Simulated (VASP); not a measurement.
# AlN (Fm-3m) in VASP: notebook, part 2 of 2

VASP 6.6.1. The steps go on from the part before.

## Step 3: Electric field gradients, PBE (volume scaled by 1.01)

Contents of INCAR:

```
PREC = Accurate ; ENCUT = 520
EDIFF = 1E-8 ; ISMEAR = -1
SIGMA = 0.02 ; LREAL = False
LASPH = True ; NELM = 100
ALGO = Normal ; ISIF = 2
LWAVE = False ; LCHARG = False
GGA = PE ; LEFG = True
NBANDS = 11
```

Contents of KPOINTS:

```
regular mesh
0
Gamma
  10 10 10
```

Contents of POSCAR:

```
AlN
1.0
    0.0000000000      1.9845714768      1.9845714768
    1.9845714768      0.0000000000      1.9845714768
    1.9845714768      1.9845714768      0.0000000000
Al N
1 1
Direct
    0.0000000000      0.0000000000      0.0000000000
    0.5000000000      0.5000000000      0.5000000000
```

Potentials or basis: VASP PAW PBE potentials, release 64 (Al, N).

Command:

```bash
> cat potpaw_PBE.64/Al/POTCAR potpaw_PBE.64/N/POTCAR > POTCAR
> mpirun -np 1 vasp_std > vasp.out
```

OUTCAR:

```text
PREC = Accurate
   ENCUT = 520
   EDIFF = 1E-8
   ISMEAR = -1
   LREAL = False
   LASPH = True
   NELM = 100
   ISIF = 2
   GGA = PE

 ion  position               nearest neighbor table
   1  0.000  0.000  0.000-   2 1.98   2 1.98   2 1.98   2 1.98   2 1.98   2 1.98
   2  0.500  0.500  0.500-   1 1.98   1 1.98   1 1.98   1 1.98   1 1.98   1 1.98

  LATTYP: Found a face centered cubic cell.
 ALAT       =     3.9691429536

  Lattice vectors:

 A1 = (   0.0000000000,   1.9845714768,   1.9845714768)
 A2 = (   1.9845714768,   0.0000000000,   1.9845714768)
 A3 = (   1.9845714768,   1.9845714768,   0.0000000000)

Analysis of symmetry for initial positions (statically):
=====================================================================
 Subroutine PRICEL returns:
 Original cell was already a primitive cell.

 Routine SETGRP: Setting up the symmetry group for a
 face centered cubic supercell.

 Subroutine GETGRP returns: Found 48 space group operations
[... 9 lines left out ...]

 Routine SETGRP: Setting up the symmetry group for a
 face centered cubic supercell.

 Subroutine GETGRP returns: Found 48 space group operations
[... 11 lines left out ...]
                                     Primitive cell

  volume of cell :      15.6326

  direct lattice vectors                    reciprocal lattice vectors
     0.000000000  1.984571477  1.984571477    -0.251943559  0.251943559  0.251943559
     1.984571477  0.000000000  1.984571477     0.251943559 -0.251943559  0.251943559
     1.984571477  1.984571477  0.000000000     0.251943559  0.251943559 -0.251943559

  length of vectors
     2.806607898  2.806607898  2.806607898     0.436379044  0.436379044  0.436379044

  position of ions in fractional coordinates (direct lattice)
     0.000000000  0.000000000  0.000000000
     0.500000000  0.500000000  0.500000000

  ion indices of the primitive-cell ions
   primitive index   ion index
                 1           1
                 2           2

----------------------------------------------------------------------------------------

 KPOINTS: regular mesh

Automatic generation of k-mesh.
 Grid dimensions read from file:
 generate k-points for:   10   10   10

 Generating k-lattice:

  Cartesian coordinates                     Fractional coordinates (reciprocal lattice)
    -0.025194356  0.025194356  0.025194356     0.100000000  0.000000000  0.000000000
     0.025194356 -0.025194356  0.025194356     0.000000000  0.100000000  0.000000000
     0.025194356  0.025194356 -0.025194356     0.000000000  0.000000000  0.100000000

  Length of vectors
     0.043637904  0.043637904  0.043637904

  Shift w.r.t. Gamma in fractional coordinates (k-lattice)
     0.000000000  0.000000000  0.000000000

 Subroutine IBZKPT returns following result:
 ===========================================

 Found     47 irreducible k-points:

 Following reciprocal coordinates:
            Coordinates               Weight
  0.000000  0.000000  0.000000      1.000000
[... 49 lines left out ...]
   ISYM   =      2    0-nonsym 1-usesym 2-fastsym
   POTIM  = 0.5000    time-step for ionic-motion
   TEBEG  =    0.0;   TEEND  =   0.0 temperature during run
   PSTRESS=    0.0 pullay stress
   NELECT =       8.0000    total number of electrons
   NUPDOWN=      -1.0000    fix difference up-down
   EMIN   =  10.00;   EMAX   =-10.00  energy-range for DOS
   EFERMI =   0.00;   METHOD = LEGACY
   ISMEAR =    -1;   SIGMA  =   0.02  broadening in eV -4-tet -1-fermi 0-gaus
   EFERMI_NEDOS =   21; number of points for ismear=-14 and -15
   IALGO  =     38    algorithm
   IMIX   =      4    mixing-type and parameters
     AMIX     =   0.40;   BMIX     =  1.00
     AMIX_MAG =   1.60;   BMIX_MAG =  1.00
  volume/ion in A,a.u.               =       7.82        52.75
  Fermi-wavevector in a.u.,A,eV,Ry     =   1.309468  2.474535 23.329982  1.714705
  Thomas-Fermi vector in A             =   2.440064
   LORBIT       =      0    0 simple, 1 ext, 2 COOP (PROOUT), +10 PAW based schemes
   GGA     = PE    functional components
   LHFCALC =     F    Hartree Fock is set to
   AEXX    =    0.0000 exact exchange contribution
   IVDW    =     0    specifies the selected vdW correction
   LEPSILON=     F    determine dielectric tensor
   LRPA    =     F    only Hartree local field effects (RPA)
 non-spin polarized calculation
  energy-cutoff  :      520.00
  volume of cell :       15.63
 maximum number of plane-waves:       444
 NGX is ok and might be reduce to    24
   NGX = 11   NGY = 11   NGZ = 11

 number of electron       8.0000000 magnetization

 Free energy of the ion-electron system (eV)
  ---------------------------------------------------
  ext. energy  EPLUGINS =         0.00000000
  ---------------------------------------------------
  free energy    TOTEN  =       -14.46750703 eV

  energy without entropy =      -14.46750703  energy(sigma->0) =      -14.46750703

 E-fermi :  11.0616     XC(G=0): -12.5478

 val. band max:       10.6999605945   @ k =   0.0000   0.0000   0.0000
 cond. band min:      15.8549652754   @ k =   0.5000   0.5000   0.0000
 fundamental gap:      5.1550046809
 Fermi energy:        11.0615605762

 k-point     1 :       0.0000    0.0000    0.0000
  band No.  band energies     occupation
      1      -7.3676      2.00000
      2      10.7000      2.00000
      3      10.7000      2.00000
      4      10.7000      2.00000
      5      17.2032      0.00000
      6      23.0452      0.00000
      7      23.0452      0.00000
      8      23.0452      0.00000
      9      28.3386      0.00000
     10      28.9021      0.00000
     11      28.9021      0.00000
[... 309 lines left out ...]
 k-point    24 :       0.4000    0.3000    0.0000
  band No.  band energies     occupation
      1      -4.1682      2.00000
      2       4.6232      2.00000
      3       7.7478      2.00000
      4       8.2931      2.00000
      5      17.1148      0.00000
      6      17.9202      0.00000
      7      23.5627      0.00000
      8      27.0119      0.00000
      9      27.8484      0.00000
     10      33.1586      0.00000
     11      36.3551      0.00000

 [... further k-points ...]
[... 5 lines left out ...]
  --------------------------------------------------------------------------------------
  -------------------------------------------------------------------------------------
  Total        2.1290139      2.1290139      2.1290139     -0.0000000      0.0000000      0.0000000
  in kB      218.2020567    218.2020567    218.2020567     -0.0000000      0.0000000      0.0000000
  external PRESSURE =     218.2020567 kB  Pullay stress =       0.0000000 kB

 VOLUME and BASIS-vectors are now :
 -----------------------------------------------------------------------------
  energy-cutoff  :      520.00
  volume of cell :       15.63
      direct lattice vectors                 reciprocal lattice vectors
     0.000000000  1.984571477  1.984571477    -0.251943559  0.251943559  0.251943559
     1.984571477  0.000000000  1.984571477     0.251943559 -0.251943559  0.251943559
     1.984571477  1.984571477  0.000000000     0.251943559  0.251943559 -0.251943559

 POSITION                                       TOTAL-FORCE (eV/Angst)
 -----------------------------------------------------------------------------------
      0.00000      0.00000      0.00000         0.000000      0.000000      0.000000
      1.98457      1.98457      1.98457         0.000000      0.000000      0.000000
 -----------------------------------------------------------------------------------
    total drift:                               -0.000000     -0.000000      0.000000

  FREE ENERGIE OF THE ION-ELECTRON SYSTEM (eV)
  ---------------------------------------------------
  free  energy   TOTEN  =       -14.4675070309 eV

  energy  without entropy=      -14.4675070308  energy(sigma->0) =      -14.46750703

 Electric field gradients (V/A^2)
---------------------------------------------------------------------
 ion       V_xx      V_yy      V_zz      V_xy      V_xz      V_yz
---------------------------------------------------------------------
   1       0.000     0.000    -0.000     0.000     0.000     0.000
   2      -0.000     0.000    -0.000     0.000     0.000     0.000
---------------------------------------------------------------------

 Electric field gradients after diagonalization (V/A^2)
 (convention: |V_zz| > |V_xx| > |V_yy|)
----------------------------------------------------------------------
 ion       V_xx      V_yy      V_zz     asymmetry (V_yy - V_xx)/ V_zz
----------------------------------------------------------------------
   1      -0.000    -0.000     0.000       0.000
   2      -0.000    -0.000     0.000       0.000
----------------------------------------------------------------------

           NMR quadrupolar parameters

 Cq : quadrupolar parameter    Cq=e*Q*V_zz/h
 eta: asymmetry parameters     (V_yy - V_xx)/ V_zz
 Q  : nuclear electric quadrupole moment in mb (millibarn)
----------------------------------------------------------------------
 ion       Cq(MHz)       eta       Q (mb)
----------------------------------------------------------------------
   1       0.000       0.000       1.000
   2       0.000       0.000       1.000
----------------------------------------------------------------------
```

stdout:

```text
POSCAR found type information on POSCAR AlN
 POSCAR found :  2 types and       2 ions
 scaLAPACK will be used
 LDA part: xc-table for (Slater+PW92), standard interpolation
 POSCAR, INCAR and KPOINTS ok, starting setup
 FFT: planning ... GRIDC
 FFT: planning ... GRID_SOFT
 FFT: planning ... GRID
 WAVECAR not read
 entering main loop
ion   1

ion   2
```

Wall time 5.2 s (1 thread of Intel Xeon Platinum 8488C (Sapphire Rapids), shared host); peak memory 0.13 GiB.

What came out:

```yaml
Free_energy: -14.4675 eV
Pressure: 21.8 GPa
Band_gap_on_the_k_mesh: 5.16 eV, indirect (least direct gap 6.50 eV)
```

Caveat: without QUAD_EFG the Cq values of the log hold for a quadrupole moment of 1 mb, not for the nuclei.

## Step 4: Electric field gradients, PBE (volume scaled by 1.04)

Contents of INCAR:

```
PREC = Accurate
ENCUT = 520
EDIFF = 1E-8
ISMEAR = -1
SIGMA = 0.02
LREAL = F
LASPH = T
NELM = 80
ALGO = Normal
ISIF = 2
LWAVE = F
LCHARG = F
GGA = PE
LEFG = T
NBANDS = 11
```

Contents of KPOINTS:

```
Automatic mesh
0
Gamma
  10 10 10
```

Contents of POSCAR:

```
AlN
1.0
    0.0000000000      2.0040293008      2.0040293008
    2.0040293008      0.0000000000      2.0040293008
    2.0040293008      2.0040293008      0.0000000000
Al N
1 1
Direct
    0.0000000000      0.0000000000      0.0000000000
    0.5000000000      0.5000000000      0.5000000000
```

Potentials or basis: VASP PAW PBE potentials, release 64 (Al, N).

Command:

```bash
> cat potpaw_PBE.64/Al/POTCAR potpaw_PBE.64/N/POTCAR > POTCAR
> mpirun -np 1 vasp_std > vasp.out
```

OUTCAR:

```text
PREC = Accurate
   ENCUT = 520
   EDIFF = 1E-8
   ISMEAR = -1
   LREAL = F
   LASPH = T
   NELM = 80
   ISIF = 2
   GGA = PE

 ion  position               nearest neighbor table
   1  0.000  0.000  0.000-   2 2.00   2 2.00   2 2.00   2 2.00   2 2.00   2 2.00
   2  0.500  0.500  0.500-   1 2.00   1 2.00   1 2.00   1 2.00   1 2.00   1 2.00

  LATTYP: Found a face centered cubic cell.
 ALAT       =     4.0080586016

  Lattice vectors:

 A1 = (   0.0000000000,   2.0040293008,   2.0040293008)
 A2 = (   2.0040293008,   0.0000000000,   2.0040293008)
 A3 = (   2.0040293008,   2.0040293008,   0.0000000000)

Analysis of symmetry for initial positions (statically):
=====================================================================
 Subroutine PRICEL returns:
 Original cell was already a primitive cell.

 Routine SETGRP: Setting up the symmetry group for a
 face centered cubic supercell.

 Subroutine GETGRP returns: Found 48 space group operations
[... 523 lines left out ...]
  volume of cell :       16.10
      direct lattice vectors                 reciprocal lattice vectors
     0.000000000  2.004029301  2.004029301    -0.249497350  0.249497350  0.249497350
     2.004029301  0.000000000  2.004029301     0.249497350 -0.249497350  0.249497350
     2.004029301  2.004029301  0.000000000     0.249497350  0.249497350 -0.249497350

 POSITION                                       TOTAL-FORCE (eV/Angst)
 -----------------------------------------------------------------------------------
      0.00000      0.00000      0.00000         0.000000     -0.000000      0.000000
      2.00403      2.00403      2.00403        -0.000000      0.000000     -0.000000
 -----------------------------------------------------------------------------------
    total drift:                               -0.000000     -0.000000      0.000000

  FREE ENERGIE OF THE ION-ELECTRON SYSTEM (eV)
  ---------------------------------------------------
  free  energy   TOTEN  =       -14.5172992723 eV

  energy  without entropy=      -14.5172992723  energy(sigma->0) =      -14.51729927

 Electric field gradients (V/A^2)
---------------------------------------------------------------------
 ion       V_xx      V_yy      V_zz      V_xy      V_xz      V_yz
---------------------------------------------------------------------
   1      -0.000    -0.000    -0.000     0.000     0.000     0.000
   2      -0.000    -0.000     0.000    -0.000    -0.000    -0.000
---------------------------------------------------------------------

 Electric field gradients after diagonalization (V/A^2)
 (convention: |V_zz| > |V_xx| > |V_yy|)
----------------------------------------------------------------------
 ion       V_xx      V_yy      V_zz     asymmetry (V_yy - V_xx)/ V_zz
----------------------------------------------------------------------
   1      -0.000    -0.000     0.000       0.000
   2       0.000     0.000    -0.000       0.000
----------------------------------------------------------------------

           NMR quadrupolar parameters

 Cq : quadrupolar parameter    Cq=e*Q*V_zz/h
 eta: asymmetry parameters     (V_yy - V_xx)/ V_zz
 Q  : nuclear electric quadrupole moment in mb (millibarn)
----------------------------------------------------------------------
 ion       Cq(MHz)       eta       Q (mb)
----------------------------------------------------------------------
   1       0.000       0.000       1.000
   2      -0.000       0.000       1.000
----------------------------------------------------------------------
```

It took 5.1 s on 1 thread of Intel Xeon Platinum 8488C (Sapphire Rapids), shared host; peak memory 0.13 GiB.

Results:

```
Free energy            : -14.5173 eV
Pressure               : 12.5 GPa
Band gap on the k mesh : 4.86 eV, indirect (least direct gap 6.06 eV)
```

Caveat: without QUAD_EFG the Cq values of the log hold for a quadrupole moment of 1 mb, not for the nuclei.
